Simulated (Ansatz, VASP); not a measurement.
## Lu: VASP beside Ansatz

The input INCAR:

```
  ALGO = Normal
  EDIFF = 1E-6
  ENCUT = 520
  GGA = PE
  ISIF = 2
  ISMEAR = -1
  LASPH = True
  LCHARG = False
  LREAL = False
  LWAVE = False
  NBANDS = 32
  NELM = 80
  PREC = Accurate
  SIGMA = 0.03
```

KPOINTS

```
k-points
0
Gamma
  13 13 8
```

POSCAR

```
Lu
1.0
    3.5455332944      0.0000000000      0.0000000000
   -1.7727666472      3.0705219030      0.0000000000
    0.0000000000      0.0000000000      5.4552680000
Lu
2
Direct
    0.3333333333      0.6666666667      0.2500000000
    0.6666666667      0.3333333333      0.7500000000
```

Input for Ansatz:

```yaml
crystal:
  lattice:
    - [3.5455332944, 0.0, 0.0]
    - [-1.7727666472, 3.070521903, 0.0]
    - [0.0, 0.0, 5.455268]
  atoms:
    - { symbol: Lu, position: [0.3333333333, 0.6666666667, 0.25] }
    - { symbol: Lu, position: [0.6666666667, 0.3333333333, 0.75] }
kpoints:
  mp_grid: { grid: [13, 13, 8] }
scf:
  occupations: { method: fermi_dirac, width: 0.03 }
hamiltonian:
  xc: pbe
  pseudopotentials: { kind: all_electron, lapw: { basis_error: 0.0005 } }
output:
  forces: true
  stress: true
  eigenvalues: true
```

Change from the starting cell: z stretched by -2 % at fixed volume.

Alike in both runs: task single point; functional PBE; k mesh 13 × 13 × 8; occupations fermi-dirac, width 0.03 eV; no spin polarisation.

|  | VASP | Ansatz |
| --- | --- | --- |
| version | VASP 6.6.1 | Ansatz 0.2.0 |
| potentials or method | VASP PAW PBE potentials, release 64 (Lu), cutoff 520 eV | all-electron LAPW, scalar-relativistic |

```tsv
	VASP	Ansatz	Ansatz less VASP
pressure (GPa)	-0.6	-1.0	-0.36
traceless stress, the component that is largest in VASP (GPa)	0.53	0.53	+0.003
```

Ansatz ran all-electron here, and VASP with PAW potentials.

Spin-orbit coupling is off throughout.
